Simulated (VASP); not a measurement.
# BaTiO3 (R3m) in VASP: further runs

The runs below take BaTiO3 through single point, with PBE+U.

Program: VASP 6.6.1. These are calculated values, not measurements. Logs are shortened: lines on timing, memory, paths and dates and some standing lists are left out, and cuts for length are marked.

## 1. The cell of the first run

Symmetry: R3m, No. 160, trigonal system. The conventional cell has a = 5.721 Å, b = 5.721 Å, c = 6.933 Å, α = 90.00°, β = 90.00°, γ = 120.00°. Within 3.7 Å of Ba (site symmetry 3m) lie 12 O at 2.77 to 2.91 Å and 8 Ti at 3.40 to 3.54 Å. Within 2.5 Å of Ti (site symmetry 3m) lie 6 O at 1.90 to 2.14 Å. Within 2.5 Å of O (site symmetry m) lie 2 Ti at 1.90 to 2.14 Å.

## 2. Single point, PBE+U (strain +0.000 along x and y, -0.015 along z)

INCAR

```
SYSTEM = BaTiO3
ALGO = Normal
EDIFF = 1E-6
ENCUT = 520
GGA = PE
ISIF = 2
ISMEAR = 0
LASPH = .True.
LCHARG = .False.
LDAU = .True.
LDAUJ = 0 0 0
LDAUL = -1 2 -1
LDAUPRINT = 1
LDAUTYPE = 2
LDAUU = 0 4 0
LMAXMIX = 4
LREAL = .False.
LWAVE = .False.
NBANDS = 28
NELM = 150
PREC = Accurate
SIGMA = 0.05
```

KPOINTS

```
k-points
0
Gamma
  6 6 6
  0 0 0
```

POSCAR

```
BaTiO3
1.0
    2.8603720851      1.6514365933      2.3108627746
   -2.8603720851      1.6514365933      2.3108627746
    0.0000000000     -3.3028731867      2.3108627746
Ba Ti O
1 1 3
Direct
    0.0026800181      0.0026800181      0.0026800181
    0.5127992509      0.5127992509      0.5127992509
    0.4903227049      0.4903227049      0.9825753212
    0.4903227049      0.9825753212      0.4903227049
    0.9825753212      0.4903227049      0.4903227049
```

Potentials or basis: VASP PAW PBE potentials, release 64 (Ba_sv, Ti_sv, O).

Command:

```bash
$ cat potpaw_PBE.64/Ba_sv/POTCAR potpaw_PBE.64/Ti_sv/POTCAR potpaw_PBE.64/O/POTCAR > POTCAR
$ mpirun -np 1 vasp_std > vasp.out
```

OUTCAR:

```text
SYSTEM = BaTiO3
   EDIFF = 1E-6
   ENCUT = 520
   GGA = PE
   ISIF = 2
   ISMEAR = 0
   LASPH = .True.
   LREAL = .False.
   NELM = 150
   PREC = Accurate

 ion  position               nearest neighbor table
   1  0.003  0.003  0.003-   3 2.77   4 2.77   5 2.77   3 2.86   3 2.86   5 2.86   4 2.86   4 2.86
                             5 2.86   3 2.91   4 2.91   5 2.91   2 3.40   2 3.48   2 3.48   2 3.48
   2  0.513  0.513  0.513-   4 1.90   5 1.90   3 1.90   4 2.14   5 2.14   3 2.14   1 3.40   1 3.48
                             1 3.48   1 3.48   1 3.52   1 3.52   1 3.52   1 3.54
   3  0.490  0.490  0.983-   2 1.90   2 2.14   1 2.77   1 2.86   1 2.86   1 2.91
   4  0.490  0.983  0.490-   2 1.90   2 2.14   1 2.77   1 2.86   1 2.86   1 2.91
   5  0.983  0.490  0.490-   2 1.90   2 2.14   1 2.77   1 2.86   1 2.86   1 2.91

  LATTYP: Found a trigonal (rhomboedric) cell.
 ALAT       =     4.0310120379
 COS(alpha) =    -0.0070403392

  Lattice vectors:

 A1 = (   2.8603720851,   1.6514365933,   2.3108627746)
 A2 = (  -2.8603720851,   1.6514365933,   2.3108627746)
 A3 = (   0.0000000000,  -3.3028731867,   2.3108627746)

Analysis of symmetry for initial positions (statically):
=====================================================================
 Subroutine PRICEL returns:
 Original cell was already a primitive cell.

 Routine SETGRP: Setting up the symmetry group for a
 trigonal (rhombohedral) supercell.

 Subroutine GETGRP returns: Found  6 space group operations
 (whereof  6 operations were pure point group operations)
 out of a pool of 12 trial point group operations.

The static configuration has the point symmetry C_3v.

Analysis of symmetry for dynamics (positions and initial velocities):
=====================================================================
 Subroutine PRICEL returns:
 Original cell was already a primitive cell.

 Routine SETGRP: Setting up the symmetry group for a
 trigonal (rhombohedral) supercell.

 Subroutine GETGRP returns: Found  6 space group operations
 (whereof  6 operations were pure point group operations)
 out of a pool of 12 trial point group operations.

The dynamic configuration has the point symmetry C_3v.

 Subroutine INISYM returns: Found  6 space group operations
 (whereof  6 operations are pure point group operations),
 and found     1 'primitive' translations

----------------------------------------------------------------------------------------

                                     Primitive cell

  volume of cell :      65.4953

  direct lattice vectors                    reciprocal lattice vectors
     2.860372085  1.651436593  2.310862775     0.174802433  0.100922232  0.144246269
    -2.860372085  1.651436593  2.310862775    -0.174802433  0.100922232  0.144246269
     0.000000000 -3.302873187  2.310862775     0.000000000 -0.201844464  0.144246269

  length of vectors
     4.031012038  4.031012038  4.031012038     0.248089044  0.248089044  0.248089044

  position of ions in fractional coordinates (direct lattice)
     0.002680018  0.002680018  0.002680018
     0.512799251  0.512799251  0.512799251
     0.490322705  0.490322705  0.982575321
     0.490322705  0.982575321  0.490322705
     0.982575321  0.490322705  0.490322705

  ion indices of the primitive-cell ions
   primitive index   ion index
                 1           1
                 2           2
                 3           3
                 4           4
                 5           5

----------------------------------------------------------------------------------------

 KPOINTS: k-points
[... 52 lines left out ...]
   total plane-waves  NPLWV =  27000
   dimension x,y,z NGX =    30 NGY =   30 NGZ =   30
   dimension x,y,z NGXF=    60 NGYF=   60 NGZF=   60
   ions per type =               1   1   3
   NGX,Y,Z   is equivalent  to a cutoff of  12.37, 12.37, 12.37 a.u.
   NGXF,Y,Z  is equivalent  to a cutoff of  24.75, 24.75, 24.75 a.u.
 SYSTEM =  BaTiO3
   PREC   = accura    normal or accurate (medium, high low for compatibility)
   ISTART =      0    job   : 0-new  1-cont  2-samecut
   ICHARG =      2    charge: 1-file 2-atom 10-const
   ISPIN  =      1    spin polarized calculation?
   LNONCOLLINEAR =      F non collinear calculations
   LSORBIT =      F    spin-orbit coupling
   LASPH  =      T    aspherical Exc in radial PAW
   ENCUT  =  520.0 eV  38.22 Ry    6.18 a.u.   7.50  7.50  7.50*2*pi/ulx,y,z
   NELM   =    150;   NELMIN=  2; NELMDL= -5     # of ELM steps
   EDIFF  = 0.1E-05   stopping-criterion for ELM
   LREAL  =      F    real-space projection
   EDIFFG = 0.1E-04   stopping-criterion for IOM
   NSW    =      0    number of steps for IOM
   IBRION =     -1    ionic relax: 0-MD 1-quasi-New 2-CG
   NFREE  =      0    steps in history (QN), initial steepest desc. (CG)
   ISIF   =      2    stress and relaxation
   ISYM   =      2    0-nonsym 1-usesym 2-fastsym
   POTIM  = 0.5000    time-step for ionic-motion
   TEBEG  =    0.0;   TEEND  =   0.0 temperature during run
   PSTRESS=    0.0 pullay stress
   NELECT =      40.0000    total number of electrons
   NUPDOWN=      -1.0000    fix difference up-down
   EMIN   =  10.00;   EMAX   =-10.00  energy-range for DOS
   EFERMI =   0.00;   METHOD = LEGACY
   ISMEAR =     0;   SIGMA  =   0.05  broadening in eV -4-tet -1-fermi 0-gaus
   EFERMI_NEDOS =   21; number of points for ismear=-14 and -15
   IALGO  =     38    algorithm
   IMIX   =      4    mixing-type and parameters
     AMIX     =   0.40;   BMIX     =  1.00
     AMIX_MAG =   1.60;   BMIX_MAG =  1.00
  volume/ion in A,a.u.               =      13.10        88.40
  Fermi-wavevector in a.u.,A,eV,Ry     =   1.388966  2.624765 26.248713  1.929226
  Thomas-Fermi vector in A             =   2.513042
   LORBIT       =      0    0 simple, 1 ext, 2 COOP (PROOUT), +10 PAW based schemes
 LDA+U is selected, type is set to LDAUTYPE =  2
   angular momentum for each species LDAUL =    -1    2   -1
   U (eV)           for each species LDAUU =   0.0  4.0  0.0
   J (eV)           for each species LDAUJ =   0.0  0.0  0.0
   GGA     = PE    functional components
   LHFCALC =     F    Hartree Fock is set to
   AEXX    =    0.0000 exact exchange contribution
   IVDW    =     0    specifies the selected vdW correction
   LEPSILON=     F    determine dielectric tensor
   LRPA    =     F    only Hartree local field effects (RPA)
 non-spin polarized calculation
 Gauss-broadening in eV      SIGMA  =   0.05
  energy-cutoff  :      520.00
  volume of cell :       65.50
 maximum number of plane-waves:      1781
 NGX is ok and might be reduce to    30
   NGX = 15   NGY = 15   NGZ = 15

atom =   2  type =  2  l = 2

 onsite density matrix

spin component  1

  0.1617  0.0000 -0.0000  0.0638  0.0000
  0.0000  0.1905  0.0000 -0.0000  0.0638
 -0.0000  0.0000  0.1098 -0.0000  0.0000
  0.0638 -0.0000 -0.0000  0.1905  0.0000
  0.0000  0.0638  0.0000  0.0000  0.1617

spin component  2

  0.1617  0.0000 -0.0000  0.0638  0.0000
  0.0000  0.1905  0.0000 -0.0000  0.0638
 -0.0000  0.0000  0.1098 -0.0000  0.0000
  0.0638 -0.0000 -0.0000  0.1905  0.0000
  0.0000  0.0638  0.0000  0.0000  0.1617

 occupancies and eigenvectors

  o =  0.1098  v =  0.0000 -0.0000 -1.0000 -0.0000  0.0000  0.0000  0.0000  0.0000  0.0000  0.0000      0.0000  0.0000  0.0000  0.0000  0.0000  0.0000  0.0000  0.0000  0.0000  0.0000
  o =  0.1098  v =  0.0000  0.0000  0.0000  0.0000  0.0000  0.0000 -0.0000 -1.0000 -0.0000  0.0000      0.0000  0.0000  0.0000  0.0000  0.0000  0.0000  0.0000  0.0000  0.0000  0.0000
  o =  0.1107  v =  0.0000  0.6244 -0.0000  0.0000 -0.7811  0.0000  0.0000  0.0000  0.0000  0.0000      0.0000  0.0000  0.0000  0.0000  0.0000  0.0000  0.0000  0.0000  0.0000  0.0000
  o =  0.1107  v =  0.0000  0.0000  0.0000  0.0000  0.0000  0.0000  0.6244 -0.0000  0.0000 -0.7811      0.0000  0.0000  0.0000  0.0000  0.0000  0.0000  0.0000  0.0000  0.0000  0.0000
  o =  0.1107  v =  0.0000  0.0000  0.0000  0.0000  0.0000 -0.7811  0.0000 -0.0000  0.6244  0.0000      0.0000  0.0000  0.0000  0.0000  0.0000  0.0000  0.0000  0.0000  0.0000  0.0000
  o =  0.1107  v = -0.7811  0.0000 -0.0000  0.6244  0.0000  0.0000  0.0000  0.0000  0.0000  0.0000      0.0000  0.0000  0.0000  0.0000  0.0000  0.0000  0.0000  0.0000  0.0000  0.0000
  o =  0.2415  v = -0.6244  0.0000  0.0000 -0.7811 -0.0000  0.0000  0.0000  0.0000  0.0000  0.0000      0.0000  0.0000  0.0000  0.0000  0.0000  0.0000  0.0000  0.0000  0.0000  0.0000
  o =  0.2415  v =  0.0000  0.0000  0.0000  0.0000  0.0000 -0.6244  0.0000  0.0000 -0.7811 -0.0000      0.0000  0.0000  0.0000  0.0000  0.0000  0.0000  0.0000  0.0000  0.0000  0.0000
  o =  0.2415  v =  0.0000 -0.7811 -0.0000  0.0000 -0.6244  0.0000  0.0000  0.0000  0.0000  0.0000      0.0000  0.0000  0.0000  0.0000  0.0000  0.0000  0.0000  0.0000  0.0000  0.0000
  o =  0.2415  v =  0.0000  0.0000  0.0000  0.0000  0.0000  0.0000 -0.7811 -0.0000  0.0000 -0.6244      0.0000  0.0000  0.0000  0.0000  0.0000  0.0000  0.0000  0.0000  0.0000  0.0000

 number of electron      40.0000003 magnetization

 Free energy of the ion-electron system (eV)
  ---------------------------------------------------
  ext. energy  EPLUGINS =         0.00000000
  ---------------------------------------------------
  free energy    TOTEN  =       -37.27152593 eV

  energy without entropy =      -37.27152593  energy(sigma->0) =      -37.27152593

 E-fermi :   4.0704     XC(G=0): -11.1412

 val. band max:        3.7755212924   @ k =   0.5000   0.5000   0.5000
 cond. band min:       6.4280395863   @ k =   0.0000   0.0000   0.0000
 fundamental gap:      2.6525182940
 Fermi energy:         4.0703981166

 k-point     1 :       0.0000    0.0000    0.0000
  band No.  band energies     occupation
      1     -53.7608      2.00000
      2     -29.9598      2.00000
      3     -29.9380      2.00000
      4     -29.9380      2.00000
      5     -21.0969      2.00000
      6     -13.0951      2.00000
[... 733 lines left out ...]
     27      11.8394      0.00000
     28      12.2653      0.00000

 [... further k-points ...]
[... 5 lines left out ...]
  --------------------------------------------------------------------------------------
  -------------------------------------------------------------------------------------
  Total        2.0751871      2.0751871      3.2570059      0.0000000     -0.0000000      0.0000000
  in kB       50.7642535     50.7642535     79.6744900      0.0000000     -0.0000000      0.0000000
  external PRESSURE =      60.4009990 kB  Pullay stress =       0.0000000 kB

 VOLUME and BASIS-vectors are now :
 -----------------------------------------------------------------------------
  energy-cutoff  :      520.00
  volume of cell :       65.50
      direct lattice vectors                 reciprocal lattice vectors
     2.860372085  1.651436593  2.310862775     0.174802433  0.100922232  0.144246269
    -2.860372085  1.651436593  2.310862775    -0.174802433  0.100922232  0.144246269
     0.000000000 -3.302873187  2.310862775     0.000000000 -0.201844464  0.144246269

 POSITION                                       TOTAL-FORCE (eV/Angst)
 -----------------------------------------------------------------------------------
      0.00000     -0.00000      0.01858        -0.000000      0.000000     -0.065113
      0.00000     -0.00000      3.55503        -0.000000      0.000000     -0.782034
      0.00000     -1.62585      4.53673        -0.000000     -0.359460      0.282382
     -1.40803      0.81292      4.53673        -0.311301      0.179730      0.282382
      1.40803      0.81292      4.53673         0.311301      0.179730      0.282382
 -----------------------------------------------------------------------------------
    total drift:                               -0.000000      0.000001     -0.000003

  FREE ENERGIE OF THE ION-ELECTRON SYSTEM (eV)
  ---------------------------------------------------
  free  energy   TOTEN  =       -37.2715259278 eV

  energy  without entropy=      -37.2715259278  energy(sigma->0) =      -37.27152593
```

Wall time 68 s (1 thread of Intel Xeon 6975P-C, shared host); peak memory 0.21 GiB.

What came out:

* Free energy: -37.2715 eV
* Pressure: 6.0 GPa
* Largest force: 0.782 eV/Å
* Band gap on the k mesh: 2.65 eV, indirect (least direct gap 3.08 eV)

Forces on the atoms (eV/Å):
```
Ba   0.000  0.000 -0.065
Ti   0.000  0.000 -0.782
O    0.000 -0.359  0.282
O   -0.311  0.180  0.282
O    0.311  0.180  0.282
```

Levels at points of the mesh, in eV from the valence-band top:
| k point | band 16 | band 17 | band 18 | band 19 | band 20 | band 21 | band 22 | band 23 | band 24 | band 25 |
| --- | --- | --- | --- | --- | --- | --- | --- | --- | --- | --- |
| (0.00, 0.00, 0.00) | -1.23 | -1.10 | -0.44 | -0.44 | -0.43 | 2.65 | 2.65 | 2.70 | 4.25 | 4.25 |
| (0.50, 0.00, 0.00) | -1.99 | -1.69 | -1.58 | -0.93 | -0.92 | 2.82 | 4.02 | 4.11 | 4.23 | 5.85 |
| (0.50, 0.50, 0.00) | -2.57 | -1.81 | -0.91 | -0.90 | -0.10 | 4.08 | 4.11 | 4.46 | 4.80 | 7.53 |
| (0.50, 0.50, 0.50) | -2.35 | -2.24 | -0.04 | -0.04 | 0.00 | 4.57 | 4.72 | 4.72 | 6.49 | 6.49 |

Eigenvalues of the final occupation matrices:
| site | spin | trace | eigenvalues |
| --- | --- | --- | --- |
| site 2 d | 1 | 0.81 | 0.11 0.11 0.11 0.24 0.24 |
| site 2 d | 2 | 0.81 | 0.11 0.11 0.11 0.24 0.24 |

Caveat: the cell differs from its parent crystal (strain +0.000 along x and y, -0.015 along z); spin-orbit coupling is left out, which moves the levels of the heavy elements. A k mesh can miss the band edges.

## 3. Single point, PBE+U (strain -0.015 along x and y, +0.015 along z)

INCAR

```
PREC = Accurate
ENCUT = 520
EDIFF = 1E-6
ISMEAR = 0
SIGMA = 0.05
LREAL = False
LASPH = True
NELM = 150
ALGO = Normal
ISIF = 2
LWAVE = False
LCHARG = False
LMAXMIX = 4
LDAU = True
LDAUTYPE = 2
LDAUL = -1 2 -1
LDAUU = 0 4 0
LDAUJ = 0 0 0
LDAUPRINT = 1
GGA = PE
NBANDS = 28
```

KPOINTS

```
Automatic mesh
0
Gamma
  6 6 6
```

Changes to POSCAR since step 2:

```diff
@@ -2,5 +2,5 @@
 1.0
-    2.8603720851      1.6514365933      2.3108627746
-   -2.8603720851      1.6514365933      2.3108627746
-    0.0000000000     -3.3028731867      2.3108627746
+    2.8174665038      1.6266650444      2.3812443820
+   -2.8174665038      1.6266650444      2.3812443820
+    0.0000000000     -3.2533300889      2.3812443820
 Ba Ti O
```

Potentials or basis: VASP PAW PBE potentials, release 64 (Ba_sv, Ti_sv, O).

Command:

```bash
$ cat potpaw_PBE.64/Ba_sv/POTCAR potpaw_PBE.64/Ti_sv/POTCAR potpaw_PBE.64/O/POTCAR > POTCAR
$ mpirun -np 1 vasp_std > vasp.out
```

Wall time 72 s (1 thread of Intel Xeon 6975P-C, shared host); peak memory 0.21 GiB.

It converged, with:

```
Free energy            : -37.2427 eV
Pressure               : 6.4 GPa
Largest force          : 0.708 eV/Å
Band gap on the k mesh : 2.64 eV, indirect (least direct gap 2.98 eV)
```

Forces on the atoms (eV/Å):
```
Ba   0.000  0.000 -0.025
Ti   0.000  0.000 -0.708
O    0.000 -0.446  0.244
O   -0.386  0.223  0.244
O    0.386  0.223  0.244
```

Stress tensor (GPa, compression positive):
```
8.89 0.00 0.00
0.00 8.89 0.00
0.00 0.00 1.42
```

Levels at points of the mesh, in eV from the valence-band top:
| k point | band 16 | band 17 | band 18 | band 19 | band 20 | band 21 | band 22 | band 23 | band 24 | band 25 |
| --- | --- | --- | --- | --- | --- | --- | --- | --- | --- | --- |
| (0.00, 0.00, 0.00) | -1.27 | -0.97 | -0.58 | -0.33 | -0.33 | 2.64 | 2.64 | 2.85 | 4.29 | 4.29 |
| (0.50, 0.00, 0.00) | -1.97 | -1.61 | -1.60 | -1.02 | -0.79 | 2.85 | 4.09 | 4.14 | 4.26 | 5.88 |
| (0.50, 0.50, 0.00) | -2.54 | -1.77 | -0.93 | -0.83 | -0.08 | 4.12 | 4.17 | 4.49 | 4.83 | 7.56 |
| (0.50, 0.50, 0.50) | -2.24 | -2.24 | -0.02 | 0.00 | 0.00 | 4.67 | 4.73 | 4.73 | 6.39 | 6.39 |

Eigenvalues of the final occupation matrices:
| site | spin | trace | eigenvalues |
| --- | --- | --- | --- |
| site 2 d | 1 | 0.82 | 0.11 0.11 0.11 0.24 0.24 |
| site 2 d | 2 | 0.82 | 0.11 0.11 0.11 0.24 0.24 |

Caveat: the cell differs from its parent crystal (strain -0.015 along x and y, +0.015 along z); spin-orbit coupling is left out, which moves the levels of the heavy elements. A k mesh can miss the band edges.

[end of part 1 of 2]
